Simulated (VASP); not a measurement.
# Sr (Fm-3m) in VASP: notebook

The runs below take Sr through single point, with PBE, PBEsol.

All numbers are computed with VASP 6.6.1; they aren't measurements. Logs are shortened: lines on timing, memory, paths and dates and some standing lists are left out, and cuts for length are marked.

### 1 The cell of the first run

It takes space group Fm-3m (No. 225, cubic). Conventional cell: a = 5.765 Å, b = 5.765 Å, c = 5.765 Å, α = 90.00°, β = 90.00°, γ = 90.00°. Sr (site symmetry m-3m) has 12 Sr at 4.08 Å within 5.3 Å.

### 2 Single point, PBE

INCAR

```
ALGO = Normal
EDIFF = 1E-6
ENCUT = 520
GGA = PE
ISIF = 2
ISMEAR = -1
LASPH = True
LCHARG = True
LELF = True
LREAL = False
LVHAR = True
LWAVE = False
NBANDS = 11
NELM = 60
PREC = Accurate
SIGMA = 0.05
```

KPOINTS

```
k-points
0
Gamma
  8 8 8
```

POSCAR

```
Sr
1.0
    0.0000000000      2.8823412374      2.8823412374
    2.8823412374      0.0000000000      2.8823412374
    2.8823412374      2.8823412374      0.0000000000
Sr
1
Direct
    0.0000000000      0.0000000000      0.0000000000
```

Potentials or basis: VASP PAW PBE potentials, release 64 (Sr_sv).

The run is started by

```
$ cat potpaw_PBE.64/Sr_sv/POTCAR > POTCAR
$ mpirun -np 1 vasp_std > vasp.out
```

OUTCAR:

```text
EDIFF = 1E-6
   ENCUT = 520
   GGA = PE
   ISIF = 2
   ISMEAR = -1
   LASPH = True
   LREAL = False
   NELM = 60
   PREC = Accurate

 ion  position               nearest neighbor table
   1  0.000  0.000  0.000-

  LATTYP: Found a face centered cubic cell.
 ALAT       =     5.7646824748

  Lattice vectors:

 A1 = (   0.0000000000,   2.8823412374,   2.8823412374)
 A2 = (   2.8823412374,   0.0000000000,   2.8823412374)
 A3 = (   2.8823412374,   2.8823412374,   0.0000000000)

Analysis of symmetry for initial positions (statically):
=====================================================================
 Subroutine PRICEL returns:
 Original cell was already a primitive cell.

 Routine SETGRP: Setting up the symmetry group for a
 face centered cubic supercell.

 Subroutine GETGRP returns: Found 48 space group operations
 (whereof 48 operations were pure point group operations)
 out of a pool of 48 trial point group operations.

The static configuration has the point symmetry O_h .

Analysis of symmetry for dynamics (positions and initial velocities):
=====================================================================
 Subroutine PRICEL returns:
 Original cell was already a primitive cell.

 Routine SETGRP: Setting up the symmetry group for a
 face centered cubic supercell.

 Subroutine GETGRP returns: Found 48 space group operations
 (whereof 48 operations were pure point group operations)
 out of a pool of 48 trial point group operations.

The dynamic configuration has the point symmetry O_h .

 Subroutine INISYM returns: Found 48 space group operations
 (whereof 48 operations are pure point group operations),
 and found     1 'primitive' translations

----------------------------------------------------------------------------------------

                                     Primitive cell

  volume of cell :      47.8924

  direct lattice vectors                    reciprocal lattice vectors
     0.000000000  2.882341237  2.882341237    -0.173470092  0.173470092  0.173470092
     2.882341237  0.000000000  2.882341237     0.173470092 -0.173470092  0.173470092
     2.882341237  2.882341237  0.000000000     0.173470092  0.173470092 -0.173470092

  length of vectors
     4.076246069  4.076246069  4.076246069     0.300459013  0.300459013  0.300459013

  position of ions in fractional coordinates (direct lattice)
     0.000000000  0.000000000  0.000000000

  ion indices of the primitive-cell ions
   primitive index   ion index
                 1           1

----------------------------------------------------------------------------------------

 KPOINTS: k-points

Automatic generation of k-mesh.
 Grid dimensions read from file:
 generate k-points for:    8    8    8

 Generating k-lattice:

  Cartesian coordinates                     Fractional coordinates (reciprocal lattice)
    -0.021683762  0.021683762  0.021683762     0.125000000  0.000000000  0.000000000
     0.021683762 -0.021683762  0.021683762     0.000000000  0.125000000  0.000000000
     0.021683762  0.021683762 -0.021683762     0.000000000  0.000000000  0.125000000

  Length of vectors
     0.037557377  0.037557377  0.037557377

  Shift w.r.t. Gamma in fractional coordinates (k-lattice)
     0.000000000  0.000000000  0.000000000

 Subroutine IBZKPT returns following result:
 ===========================================

 Found     29 irreducible k-points:

 Following reciprocal coordinates:
            Coordinates               Weight
  0.000000  0.000000  0.000000      1.000000
  0.125000  0.000000  0.000000      8.000000
  0.250000  0.000000  0.000000      8.000000
  0.375000  0.000000  0.000000      8.000000
  0.500000  0.000000  0.000000      4.000000
  0.125000  0.125000  0.000000      6.000000
[... 16 lines left out ...]
  0.500000  0.250000  0.125000     48.000000
 -0.375000  0.250000  0.125000     24.000000
 [... further k-points ...]
   k-points           NKPTS =     29   k-points in BZ     NKDIM =     29   number of bands    NBANDS=     11
   number of dos      NEDOS =    301   number of ions     NIONS =      1
   total plane-waves  NPLWV =  27000
   dimension x,y,z NGX =    30 NGY =   30 NGZ =   30
   dimension x,y,z NGXF=    60 NGYF=   60 NGZF=   60
   ions per type =               1
   NGX,Y,Z   is equivalent  to a cutoff of  12.24, 12.24, 12.24 a.u.
   NGXF,Y,Z  is equivalent  to a cutoff of  24.47, 24.47, 24.47 a.u.
 SYSTEM =  unknown system
   PREC   = accura    normal or accurate (medium, high low for compatibility)
   ISTART =      0    job   : 0-new  1-cont  2-samecut
   ICHARG =      2    charge: 1-file 2-atom 10-const
   ISPIN  =      1    spin polarized calculation?
   LNONCOLLINEAR =      F non collinear calculations
   LSORBIT =      F    spin-orbit coupling
   LASPH  =      T    aspherical Exc in radial PAW
   ENCUT  =  520.0 eV  38.22 Ry    6.18 a.u.   7.58  7.58  7.58*2*pi/ulx,y,z
   NELM   =     60;   NELMIN=  2; NELMDL= -5     # of ELM steps
   EDIFF  = 0.1E-05   stopping-criterion for ELM
   LREAL  =      F    real-space projection
   EDIFFG = 0.1E-04   stopping-criterion for IOM
   NSW    =      0    number of steps for IOM
   IBRION =     -1    ionic relax: 0-MD 1-quasi-New 2-CG
   NFREE  =      0    steps in history (QN), initial steepest desc. (CG)
   ISIF   =      2    stress and relaxation
   ISYM   =      2    0-nonsym 1-usesym 2-fastsym
   POTIM  = 0.5000    time-step for ionic-motion
   TEBEG  =    0.0;   TEEND  =   0.0 temperature during run
   PSTRESS=    0.0 pullay stress
   NELECT =      10.0000    total number of electrons
   NUPDOWN=      -1.0000    fix difference up-down
   EMIN   =  10.00;   EMAX   =-10.00  energy-range for DOS
   EFERMI =   0.00;   METHOD = LEGACY
   ISMEAR =    -1;   SIGMA  =   0.05  broadening in eV -4-tet -1-fermi 0-gaus
   EFERMI_NEDOS =   21; number of points for ismear=-14 and -15
   IALGO  =     38    algorithm
   IMIX   =      4    mixing-type and parameters
     AMIX     =   0.40;   BMIX     =  1.00
     AMIX_MAG =   1.60;   BMIX_MAG =  1.00
  volume/ion in A,a.u.               =      47.89       323.19
  Fermi-wavevector in a.u.,A,eV,Ry     =   0.971224  1.835347 12.834052  0.943276
  Thomas-Fermi vector in A             =   2.101424
   LORBIT       =      0    0 simple, 1 ext, 2 COOP (PROOUT), +10 PAW based schemes
   GGA     = PE    functional components
   LHFCALC =     F    Hartree Fock is set to
   AEXX    =    0.0000 exact exchange contribution
   IVDW    =     0    specifies the selected vdW correction
   LEPSILON=     F    determine dielectric tensor
   LRPA    =     F    only Hartree local field effects (RPA)
 non-spin polarized calculation
  energy-cutoff  :      520.00
  volume of cell :       47.89
 maximum number of plane-waves:      1308
   NGX = 15   NGY = 15   NGZ = 15

 number of electron      10.0000000 magnetization

 Free energy of the ion-electron system (eV)
  ---------------------------------------------------
  ext. energy  EPLUGINS =         0.00000000
  ---------------------------------------------------
  free energy    TOTEN  =        -1.60795575 eV

  energy without entropy =       -1.60364318  energy(sigma->0) =       -1.60579947

 E-fermi :   2.0798     XC(G=0):  -7.7813

 val. band max:        2.0550744415   @ k =  -0.2500   0.5000   0.2500
 cond. band min:       2.1826128006   @ k =  -0.3750   0.2500   0.1250
 fundamental gap:      0.1275383591
 Fermi energy:         2.0797660868

 k-point     1 :       0.0000    0.0000    0.0000
  band No.  band energies     occupation
      1     -34.2767      2.00000
      2     -16.1306      2.00000
      3     -16.1306      2.00000
      4     -16.1306      2.00000
      5      -1.7654      2.00000
      6       4.5737      0.00000
      7       4.5737      0.00000
      8       4.5737      0.00000
      9       6.2737      0.00000
     10       6.2737      0.00000
     11       9.6264      0.00000

 k-point     2 :       0.1250    0.0000    0.0000
  band No.  band energies     occupation
      1     -34.2729      2.00000
      2     -16.1789      2.00000
      3     -16.1368      2.00000
      4     -16.1368      2.00000
      5      -1.4802      2.00000
      6       4.1645      0.00000
      7       4.6976      0.00000
      8       4.6976      0.00000
      9       6.1119      0.00000
     10       6.1119      0.00000
     11      10.2727      0.00000

 k-point     3 :       0.2500    0.0000    0.0000
  band No.  band energies     occupation
      1     -34.2634      2.00000
      2     -16.2930      2.00000
      3     -16.1518      2.00000
      4     -16.1518      2.00000
      5      -0.7037      2.00000
      6       3.4008      0.00000
      7       4.7458      0.00000
      8       4.7458      0.00000
      9       6.2040      0.00000
     10       6.2040      0.00000
     11       9.4777      0.00000

 k-point     4 :       0.3750    0.0000    0.0000
  band No.  band energies     occupation
      1     -34.2540      2.00000
      2     -16.4036      2.00000
      3     -16.1667      2.00000
      4     -16.1667      2.00000
      5       0.2995      2.00000
      6       2.7215      0.00001
      7       4.5069      0.00000
      8       4.5069      0.00000
      9       6.9573      0.00000
     10       6.9573      0.00000
     11       8.7500      0.00000
[... 239 lines left out ...]
 k-point    22 :       0.3750    0.2500    0.1250
  band No.  band energies     occupation
      1     -34.2564      2.00000
      2     -16.3202      2.00000
      3     -16.2100      2.00000
      4     -16.1713      2.00000
      5      -0.0597      2.00000
      6       3.1104      0.00000
      7       3.9980      0.00000
      8       5.3323      0.00000
      9       5.5486      0.00000
     10       7.1578      0.00000
     11      10.1548      0.00000

 k-point    23 :       0.5000    0.2500    0.1250
  band No.  band energies     occupation
      1     -34.2488      2.00000
      2     -16.3792      2.00000
      3     -16.2450      2.00000
      4     -16.1894      2.00000
      5       0.9144      2.00000
      6       2.6904      0.00001
      7       3.4975      0.00000
      8       5.0941      0.00000
      9       6.4104      0.00000
     10       7.8114      0.00000
     11       8.7442      0.00000

 k-point    24 :      -0.3750    0.2500    0.1250
  band No.  band energies     occupation
      1     -34.2457      2.00000
      2     -16.4043      2.00000
      3     -16.2560      2.00000
      4     -16.1991      2.00000
      5       1.6430      1.99968
      6       2.1826      0.22671
      7       3.4783      0.00000
      8       4.9510      0.00000
      9       6.9505      0.00000
     10       7.8303      0.00000
     11       8.1144      0.00000

 [... further k-points ...]
[... 5 lines left out ...]
  --------------------------------------------------------------------------------------
  -------------------------------------------------------------------------------------
  Total        0.5900849      0.5900849      0.5900849     -0.0000000      0.0000000     -0.0000000
  in kB       19.7405339     19.7405339     19.7405339     -0.0000000      0.0000000     -0.0000000
  external PRESSURE =      19.7405339 kB  Pullay stress =       0.0000000 kB

 VOLUME and BASIS-vectors are now :
 -----------------------------------------------------------------------------
  energy-cutoff  :      520.00
  volume of cell :       47.89
      direct lattice vectors                 reciprocal lattice vectors
     0.000000000  2.882341237  2.882341237    -0.173470092  0.173470092  0.173470092
     2.882341237  0.000000000  2.882341237     0.173470092 -0.173470092  0.173470092
     2.882341237  2.882341237  0.000000000     0.173470092  0.173470092 -0.173470092

 POSITION                                       TOTAL-FORCE (eV/Angst)
 -----------------------------------------------------------------------------------
      0.00000      0.00000      0.00000         0.000000      0.000000     -0.000000
 -----------------------------------------------------------------------------------
    total drift:                               -0.000000     -0.000000      0.000000

  FREE ENERGIE OF THE ION-ELECTRON SYSTEM (eV)
  ---------------------------------------------------
  free  energy   TOTEN  =        -1.6079557530 eV

  energy  without entropy=       -1.6036431788  energy(sigma->0) =       -1.60579947
```

It took 8.2 s on 1 thread of Intel Xeon 6975P-C (Granite Rapids), shared host; peak memory 0.17 GiB.

What came out:

```
Free energy            : -1.6080 eV
Pressure               : 2.0 GPa
Band gap on the k mesh : 0.13 eV, indirect (least direct gap 0.42 eV)
```

A k mesh can miss the band edges.

### 3 Single point, PBE

This run uses another cell than the first one, of 54.65 Å³/atom, 1.141 times its volume.

INCAR

```
PREC = Accurate ; ENCUT = 520
EDIFF = 1E-6 ; ISMEAR = -1
SIGMA = 0.05 ; LREAL = F
LASPH = T ; NELM = 100
ALGO = Fast ; ISIF = 2
LWAVE = F ; LCHARG = F
GGA = PE ; NBANDS = 11
```

KPOINTS

```
regular mesh
0
Gamma
  8 8 8
```

POSCAR

```
Sr
1.0
    0.0000000000      3.0120658222      3.0120658222
    3.0120658222      0.0000000000      3.0120658222
    3.0120658222      3.0120658222      0.0000000000
Sr
1
Direct
    0.0000000000      0.0000000000      0.0000000000
```

Potentials or basis: VASP PAW PBE potentials, release 64 (Sr_sv).

The run is started by

```
$ cat potpaw_PBE.64/Sr_sv/POTCAR > POTCAR
$ mpirun -np 1 vasp_std > vasp.out
```

Run time: 7.1 s. Hardware: 1 thread of Intel Xeon 6975P-C (Granite Rapids), shared host; peak memory 0.17 GiB.

It converged, with:

```
Free energy            : -1.6463 eV
Pressure               : 0.0 GPa
Band gap on the k mesh : zero (band 5 reaches 1.67 eV, above the bottom of band 6 at 1.63 eV)
```

Levels at points of the mesh, in eV from the Fermi level:
| k point | band 3 | band 4 | band 5 | band 6 | band 7 | band 8 |
| --- | --- | --- | --- | --- | --- | --- |
| (0.00, 0.00, 0.00) | -18.47 | -18.47 | -3.63 | 2.37 | 2.37 | 2.37 |
| (0.50, 0.00, 0.00) | -18.50 | -18.50 | -1.10 | 0.09 | 2.21 | 2.21 |
| (0.50, 0.50, 0.00) | -18.55 | -18.55 | -0.63 | 0.36 | 1.09 | 4.90 |

### 4 Single point, PBEsol (volume scaled by 1.06)

INCAR

```
PREC = Accurate
ENCUT = 520
EDIFF = 1E-6
ISMEAR = -1
SIGMA = 0.05
LREAL = False
LASPH = True
NELM = 100
ALGO = Normal
ISIF = 2
LWAVE = False
LCHARG = False
GGA = PS
NBANDS = 11
```

KPOINTS

```
Automatic mesh
0
Gamma
  8 8 8
```

POSCAR

```
Sr
1.0
    0.0000000000      3.1020190703      3.1020190703
    3.1020190703      0.0000000000      3.1020190703
    3.1020190703      3.1020190703      0.0000000000
Sr
1
Direct
    0.0000000000      0.0000000000      0.0000000000
```

The run is started by

```
$ cat potpaw_PBE.64/Sr_sv/POTCAR > POTCAR
$ mpirun -np 1 vasp_std > vasp.out
```

Run time: 11 s. Hardware: 1 thread of Intel Xeon 6975P-C, shared host; peak memory 0.2 GiB.

The run converged. Its results:

```yaml
Free_energy: -1.8118 eV
Pressure: -1.4 GPa
Band_gap_on_the_k_mesh: zero (band 5 reaches 1.35 eV, above the bottom of band 6 at 1.22 eV)
```

Levels at points of the mesh, in eV from the Fermi level:
| k point | band 2 | band 3 | band 4 | band 5 | band 6 | band 7 | band 8 | band 9 |
| --- | --- | --- | --- | --- | --- | --- | --- | --- |
| (0.00, 0.00, 0.00) | -18.59 | -18.59 | -18.59 | -3.50 | 2.27 | 2.27 | 2.27 | 3.62 |
| (0.50, 0.00, 0.00) | -18.73 | -18.61 | -18.61 | -1.07 | 0.02 | 2.13 | 2.13 | 4.57 |
| (0.50, 0.50, 0.00) | -18.73 | -18.64 | -18.64 | -0.53 | 0.43 | 0.92 | 4.58 | 4.85 |

Caveat: the cell differs from its parent crystal (volume scaled by 1.06); the PAW data sets were made with another functional, which shifts forces and pressure a little.

### 5 The runs side by side

| level | cell | gap on the mesh (eV) | pressure (GPa) |
| --- | --- | --- | --- |
| PBE | a = 4.076 Å, angles 60.0°, 1 atom | 0.13 | 2.0 |
| PBE | a = 4.260 Å, angles 60.0°, 1 atom | none | 0.0 |
| PBEsol | a = 4.387 Å, angles 60.0°, 1 atom | none | -1.4 |

Alike in all rows: task single point; potentials or basis VASP PAW PBE potentials, release 64 (Sr_sv); no spin polarisation; k mesh 8 × 8 × 8; cutoff (eV) 520; smearing fermi-dirac 0.05 eV.

Caveats: the PAW data sets were made with another functional, which shifts forces and pressure a little (some runs).

Absolute energies hang on the potentials; compare differences alone.
